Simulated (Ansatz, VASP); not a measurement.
# Cu: VASP beside Ansatz

```
CELL_PARAMETERS angstrom
-1.41334 1.41334 1.34799
1.41334 -1.41334 1.34799
1.41334 1.41334 -1.34799
ATOMIC_POSITIONS crystal
Cu 0.00000 0.00000 0.00000
```

Alike in both runs: task single point; functional PBE0; k mesh 6 × 6 × 6; occupations fermi-dirac, width 0.05 eV; no spin polarisation.

|  | VASP | Ansatz |
| --- | --- | --- |
| version | VASP 6.6.1 | Ansatz 0.2.0 |
| potentials or method | VASP PAW PBE potentials, release 64 (Cu) | Ansatz PAW |
| plane-wave cutoff (eV) | 520 | 420 |
| valence electrons in the cell | 11 | 19 |

|  | VASP | Ansatz | Ansatz less VASP |
| --- | --- | --- | --- |
| gap on the k mesh at the Fermi level (eV) | none | none | - |
| pressure (GPa) | 18.8 | 18.9 | +0.09 |
| traceless stress, the component that is largest in VASP (GPa) | -2.48 | -2.44 | +0.040 |

A gap of «none» marks a metal or a gap that the smearing closes. VASP's potentials hold 11 valence electrons a cell and Ansatz's 19, so a difference there can come from the potentials and not from the codes.

The k mesh is coarse, so the values compare programs but aren't converged.
